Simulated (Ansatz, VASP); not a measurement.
# Two plane-wave programs on BiB2N

```
N B Bi
1.0
     2.82829    0.00000    0.00000
     0.00000    2.82829    0.00000
     0.00000    0.00000    6.52607
N B Bi
1 2 1
Direct
  0.00000 0.00000 0.00000
  0.00000 0.50000 0.88191
  0.50000 0.00000 0.11809
  0.50000 0.50000 0.50000
```

Alike in both runs: task single point; functional PBE; k mesh 10 × 10 × 4; occupations fermi-dirac, width 0.02 eV; no spin polarisation.

|  | VASP | Ansatz |
| --- | --- | --- |
| version | VASP 6.6.1 | Ansatz 0.2.0 |
| potentials or method | VASP PAW PBE potentials, release 64 (N, B, Bi_d) | plane waves, PAW |
| plane-wave cutoff (eV) | 520 | 420 |
| valence electrons in the cell | 26 | 26 |

|  | VASP | Ansatz | Ansatz less VASP |
| --- | --- | --- | --- |
| pressure (GPa) | 1.6 | 1.7 | +0.04 |
| rms of the force components (eV/Å) | 0.076 | 0.074 | -0.0017 |

Spin-orbit coupling is off throughout.
